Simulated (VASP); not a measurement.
# LaH in VASP: notebook

LaH is run at these levels: PBE; tasks: single point.

All numbers are computed with VASP 6.6.1; they aren't measurements. Logs are shortened: lines on timing, memory, paths and dates and some standing lists are left out, and cuts for length are marked.

**1. The cell of the first run**

The typed cell holds 2 atoms: a = 3.782 Å, b = 3.782 Å, c = 4.497 Å, α = 90.00°, β = 90.00°, γ = 120.00°.

**2. Single point, PBE**

File INCAR:

```
SYSTEM = LaH
PREC = Accurate ; ENCUT = 500
EDIFF = 1E-6 ; ISMEAR = 0
SIGMA = 0.2 ; LREAL = .FALSE.
LASPH = .TRUE. ; NELM = 200
ALGO = Normal ; ISIF = 2
LWAVE = .FALSE. ; LCHARG = .FALSE.
GGA = PE ; NBANDS = 13
GGA_COMPAT = .FALSE. ; LMAXMIX = 6
```

File KPOINTS:

```
Automatic mesh
0
G
  7 7 4
  0 0 0
```

File POSCAR:

```
LaH
1.0
    3.7821882532      0.0000000000      0.0000000000
   -1.8910941266      3.2754711091      0.0000000000
    0.0000000000      0.0000000000      4.4965914566
La H
1 1
Direct
    0.0000000000      0.0000000000      0.1117762523
    0.0000000000      0.0000000000      0.6118081377
```

Potentials or basis: VASP PAW PBE potentials, release 64 (La, H).

Run with:

```console
cat potpaw_PBE.64/La/POTCAR potpaw_PBE.64/H/POTCAR > POTCAR
mpirun -np 1 vasp_std > vasp.out
```

OUTCAR:

```text
SYSTEM = LaH
   PREC = Accurate
   ENCUT = 500
   EDIFF = 1E-6
   ISMEAR = 0
   LREAL = .FALSE.
   LASPH = .TRUE.
   NELM = 200
   ISIF = 2
   GGA = PE

 ion  position               nearest neighbor table
   1  0.000  0.000  0.112-   2 2.25   2 2.25
   2  0.000  0.000  0.612-   1 2.25   1 2.25

  LATTYP: Found a hexagonal cell.
 ALAT       =     3.7821882532
 C/A-ratio  =     1.1888862097

  Lattice vectors:

 A1 = (   3.7821882532,   0.0000000000,   0.0000000000)
 A2 = (  -1.8910941266,   3.2754711091,   0.0000000000)
 A3 = (   0.0000000000,   0.0000000000,   4.4965914566)

Analysis of symmetry for initial positions (statically):
=====================================================================
 Subroutine PRICEL returns:
 Original cell was already a primitive cell.

 Routine SETGRP: Setting up the symmetry group for a
 hexagonal supercell.

 Subroutine GETGRP returns: Found 12 space group operations
 (whereof 12 operations were pure point group operations)
 out of a pool of 24 trial point group operations.

The static configuration has the point symmetry C_6v.

Analysis of symmetry for dynamics (positions and initial velocities):
=====================================================================
 Subroutine PRICEL returns:
 Original cell was already a primitive cell.

 Routine SETGRP: Setting up the symmetry group for a
 hexagonal supercell.

 Subroutine GETGRP returns: Found 12 space group operations
 (whereof 12 operations were pure point group operations)
 out of a pool of 24 trial point group operations.

The dynamic configuration has the point symmetry C_6v.

 Subroutine INISYM returns: Found 12 space group operations
 (whereof 12 operations are pure point group operations),
 and found     1 'primitive' translations

----------------------------------------------------------------------------------------

                                     Primitive cell

  volume of cell :      55.7058

  direct lattice vectors                    reciprocal lattice vectors
     3.782188253  0.000000000  0.000000000     0.264397204  0.152649797  0.000000000
    -1.891094127  3.275471109  0.000000000     0.000000000  0.305299594  0.000000000
     0.000000000  0.000000000  4.496591457     0.000000000  0.000000000  0.222390673

  length of vectors
     3.782188253  3.782188253  4.496591457     0.305299594  0.305299594  0.222390673

  position of ions in fractional coordinates (direct lattice)
     0.000000000  0.000000000  0.111776252
     0.000000000  0.000000000  0.611808138

  ion indices of the primitive-cell ions
   primitive index   ion index
                 1           1
                 2           2

----------------------------------------------------------------------------------------

 KPOINTS: Automatic mesh

Automatic generation of k-mesh.
 Grid dimensions read from file:
 generate k-points for:    7    7    4

 Generating k-lattice:

  Cartesian coordinates                     Fractional coordinates (reciprocal lattice)
     0.037771029  0.021807114  0.000000000     0.142857143  0.000000000  0.000000000
     0.000000000  0.043614228  0.000000000     0.000000000  0.142857143  0.000000000
     0.000000000  0.000000000  0.055597668     0.000000000  0.000000000  0.250000000

  Length of vectors
     0.043614228  0.043614228  0.055597668

  Shift w.r.t. Gamma in fractional coordinates (k-lattice)
     0.000000000  0.000000000  0.000000000

 Subroutine IBZKPT returns following result:
 ===========================================

 Found     24 irreducible k-points:

 Following reciprocal coordinates:
            Coordinates               Weight
  0.000000  0.000000  0.000000      1.000000
  0.142857 -0.000000  0.000000      6.000000
  0.285714  0.000000  0.000000      6.000000
  0.428571  0.000000  0.000000      6.000000
  0.142857  0.142857  0.000000      6.000000
  0.285714  0.142857  0.000000     12.000000
[... 16 lines left out ...]
  0.428571  0.142857  0.500000      6.000000
  0.285714  0.285714  0.500000      6.000000
   k-points           NKPTS =     24   k-points in BZ     NKDIM =     24   number of bands    NBANDS=     13
   number of dos      NEDOS =    301   number of ions     NIONS =      2
   total plane-waves  NPLWV =  28224
   dimension x,y,z NGX =    28 NGY =   28 NGZ =   36
   dimension x,y,z NGXF=    56 NGYF=   56 NGZF=   72
   ions per type =               1   1
   NGX,Y,Z   is equivalent  to a cutoff of  12.31, 12.31, 13.31 a.u.
   NGXF,Y,Z  is equivalent  to a cutoff of  24.61, 24.61, 26.62 a.u.
 SYSTEM =  LaH
   PREC   = accura    normal or accurate (medium, high low for compatibility)
   ISTART =      0    job   : 0-new  1-cont  2-samecut
   ICHARG =      2    charge: 1-file 2-atom 10-const
   ISPIN  =      1    spin polarized calculation?
   LNONCOLLINEAR =      F non collinear calculations
   LSORBIT =      F    spin-orbit coupling
   LASPH  =      T    aspherical Exc in radial PAW
   ENCUT  =  500.0 eV  36.75 Ry    6.06 a.u.   6.90  6.90  8.20*2*pi/ulx,y,z
   NELM   =    200;   NELMIN=  2; NELMDL= -5     # of ELM steps
   EDIFF  = 0.1E-05   stopping-criterion for ELM
   LREAL  =      F    real-space projection
   EDIFFG = 0.1E-04   stopping-criterion for IOM
   NSW    =      0    number of steps for IOM
   IBRION =     -1    ionic relax: 0-MD 1-quasi-New 2-CG
   NFREE  =      0    steps in history (QN), initial steepest desc. (CG)
   ISIF   =      2    stress and relaxation
   ISYM   =      2    0-nonsym 1-usesym 2-fastsym
   POTIM  = 0.5000    time-step for ionic-motion
   TEBEG  =    0.0;   TEEND  =   0.0 temperature during run
   PSTRESS=    0.0 pullay stress
   NELECT =      12.0000    total number of electrons
   NUPDOWN=      -1.0000    fix difference up-down
   EMIN   =  10.00;   EMAX   =-10.00  energy-range for DOS
   EFERMI =   0.00;   METHOD = LEGACY
   ISMEAR =     0;   SIGMA  =   0.20  broadening in eV -4-tet -1-fermi 0-gaus
   EFERMI_NEDOS =   21; number of points for ismear=-14 and -15
   IALGO  =     38    algorithm
   IMIX   =      4    mixing-type and parameters
     AMIX     =   0.40;   BMIX     =  1.00
     AMIX_MAG =   1.60;   BMIX_MAG =  1.00
  volume/ion in A,a.u.               =      27.85       187.96
  Fermi-wavevector in a.u.,A,eV,Ry     =   0.981375  1.854530 13.103737  0.963098
  Thomas-Fermi vector in A             =   2.112377
   LORBIT       =      0    0 simple, 1 ext, 2 COOP (PROOUT), +10 PAW based schemes
   GGA     = PE    functional components
   LHFCALC =     F    Hartree Fock is set to
   AEXX    =    0.0000 exact exchange contribution
   IVDW    =     0    specifies the selected vdW correction
   LEPSILON=     F    determine dielectric tensor
   LRPA    =     F    only Hartree local field effects (RPA)
 non-spin polarized calculation
 Gauss-broadening in eV      SIGMA  =   0.20
  energy-cutoff  :      500.00
  volume of cell :       55.71
 maximum number of plane-waves:      1426
 NGX is ok and might be reduce to    28
   NGX = 13   NGY = 13   NGZ = 17

 number of electron      12.0000001 magnetization

 Free energy of the ion-electron system (eV)
  ---------------------------------------------------
  ext. energy  EPLUGINS =         0.00000000
  ---------------------------------------------------
  free energy    TOTEN  =        -7.81115440 eV

  energy without entropy =       -7.77791646  energy(sigma->0) =       -7.79453543

 E-fermi :   4.3705     XC(G=0):  -8.0834

 val. band max:        4.3659174619   @ k =   0.2857   0.1429   0.5000
 cond. band min:       4.4406981193   @ k =   0.4286   0.0000   0.2500
 fundamental gap:      0.0747806574
 Fermi energy:         4.3705256868

 k-point     1 :       0.0000    0.0000    0.0000
  band No.  band energies     occupation
      1     -28.5694      2.00000
      2     -12.1578      2.00000
      3     -11.8036      2.00000
      4     -11.8036      2.00000
      5      -0.1583      2.00000
      6       2.5990      2.00000
      7       5.7180      0.00000
      8       6.0853      0.00000
      9       6.0853      0.00000
     10       6.1133      0.00000
     11       6.2358      0.00000
     12       6.2358      0.00000
     13       6.3954      0.00000

 k-point     2 :       0.1429   -0.0000    0.0000
  band No.  band energies     occupation
      1     -28.5481      2.00000
      2     -12.1321      2.00000
      3     -11.9993      2.00000
      4     -11.8471      2.00000
      5       0.0108      2.00000
      6       3.0629      2.00000
      7       5.2024      0.00000
      8       6.0693      0.00000
      9       6.0876      0.00000
     10       6.2123      0.00000
     11       6.2641      0.00000
     12       6.2935      0.00000
     13       6.3892      0.00000

 k-point     3 :       0.2857    0.0000    0.0000
  band No.  band energies     occupation
      1     -28.4995      2.00000
      2     -12.4118      2.00000
      3     -12.0736      2.00000
      4     -11.9427      2.00000
      5       0.4000      2.00000
      6       3.6317      2.00000
      7       5.2034      0.00000
      8       5.9485      0.00000
      9       6.0608      0.00000
     10       6.1507      0.00000
     11       6.1675      0.00000
     12       6.3369      0.00000
     13       6.3729      0.00000

 k-point     4 :       0.4286    0.0000    0.0000
  band No.  band energies     occupation
      1     -28.4599      2.00000
      2     -12.7199      2.00000
      3     -12.0258      2.00000
      4     -12.0173      2.00000
      5       0.7438      2.00000
      6       3.4132      2.00000
      7       5.6407      0.00000
      8       5.9210      0.00000
      9       6.0581      0.00000
     10       6.0761      0.00000
     11       6.0966      0.00000
     12       6.3592      0.00000
     13       6.4079      0.00000

 k-point     5 :       0.1429    0.1429    0.0000
  band No.  band energies     occupation
      1     -28.5130      2.00000
      2     -12.2736      2.00000
      3     -12.0899      2.00000
      4     -11.9463      2.00000
      5       0.2898      2.00000
      6       3.8104      1.99993
      7       4.7494      0.00738
      8       6.0140      0.00000
      9       6.0973      0.00000
     10       6.1694      0.00000
     11       6.2532      0.00000
     12       6.3181      0.00000
     13       6.3360      0.00000
[... 257 lines left out ...]
 k-point    22 :       0.2857    0.1429    0.5000
  band No.  band energies     occupation
      1     -28.4588      2.00000
      2     -12.5612      2.00000
      3     -12.2934      2.00000
      4     -12.0767      2.00000
      5       2.7548      2.00000
      6       4.2699      1.52328
      7       4.3659      1.02599
      8       5.6159      0.00000
      9       5.8086      0.00000
     10       6.1146      0.00000
     11       6.3630      0.00000
     12       6.3792      0.00000
     13       6.4831      0.00000

 k-point    23 :       0.4286    0.1429    0.5000
  band No.  band energies     occupation
      1     -28.4389      2.00000
      2     -12.6890      2.00000
      3     -12.2649      2.00000
      4     -12.1392      2.00000
      5       3.0460      2.00000
      6       3.9394      1.99770
      7       4.0865      1.95538
      8       5.6686      0.00000
      9       6.0312      0.00000
     10       6.0848      0.00000
     11       6.3793      0.00000
     12       6.4210      0.00000
     13       6.4649      0.00000

 k-point    24 :       0.2857    0.2857    0.5000
  band No.  band energies     occupation
      1     -28.4341      2.00000
      2     -12.5664      2.00000
      3     -12.3249      2.00000
      4     -12.2579      2.00000
      5       3.0642      2.00000
      6       4.3231      1.26259
      7       5.0800      0.00000
      8       5.1206      0.00000
      9       5.6234      0.00000
     10       6.0488      0.00000
     11       6.3974      0.00000
     12       6.4329      0.00000
     13       6.5177      0.00000

------------------------ aborting loop because EDIFF is reached ----------------------------------------

  FORCE on cell =-STRESS in cart. coord.  units (eV):
  Direction    XX          YY          ZZ          XY          YZ          ZX
  --------------------------------------------------------------------------------------
  -------------------------------------------------------------------------------------
  Total        0.1749943      0.1749943      0.0294435      0.0000000     -0.0000000      0.0000000
  in kB        5.0330850      5.0330850      0.8468360      0.0000000     -0.0000000      0.0000000
  external PRESSURE =       3.6376686 kB  Pullay stress =       0.0000000 kB

 VOLUME and BASIS-vectors are now :
 -----------------------------------------------------------------------------
  energy-cutoff  :      500.00
  volume of cell :       55.71
      direct lattice vectors                 reciprocal lattice vectors
     3.782188253  0.000000000  0.000000000     0.264397204  0.152649797  0.000000000
    -1.891094127  3.275471109  0.000000000     0.000000000  0.305299594  0.000000000
     0.000000000  0.000000000  4.496591457     0.000000000  0.000000000  0.222390673

 POSITION                                       TOTAL-FORCE (eV/Angst)
 -----------------------------------------------------------------------------------
      0.00000      0.00000      0.50261         0.000000      0.000000      0.000841
      0.00000      0.00000      2.75105        -0.000000     -0.000000     -0.000841
 -----------------------------------------------------------------------------------
    total drift:                               -0.000000     -0.000000     -0.000126

  FREE ENERGIE OF THE ION-ELECTRON SYSTEM (eV)
  ---------------------------------------------------
  free  energy   TOTEN  =        -7.8111543986 eV

  energy  without entropy=       -7.7779164642  energy(sigma->0) =       -7.79453543
```

It took 8.7 s on 1 thread of Intel Xeon 6975P-C (Granite Rapids), shared host; peak memory 0.18 GiB.

What came out:

```
Free energy            : -7.8112 eV
Pressure               : 0.4 GPa
Band gap on the k mesh : zero (band 6 reaches 4.81 eV, above the bottom of band 7 at 3.95 eV)
```

Stress tensor (GPa, compression positive):
```
0.50 0.00 0.00
0.00 0.50 0.00
0.00 0.00 0.08
```

Levels at points of the mesh, in eV from the Fermi level:
| k point | band 3 | band 4 | band 5 | band 6 | band 7 | band 8 | band 9 | band 10 |
| --- | --- | --- | --- | --- | --- | --- | --- | --- |
| (0.00, 0.00, 0.00) | -16.17 | -16.17 | -4.53 | -1.77 | 1.35 | 1.71 | 1.71 | 1.74 |
| (0.00, 0.00, 0.50) | -16.17 | -16.17 | -2.27 | -1.58 | 1.37 | 1.41 | 1.83 | 1.83 |

Caveat: spin-orbit coupling is left out, which moves the levels of the heavy elements.

(Part 1 of 3 ends here.)
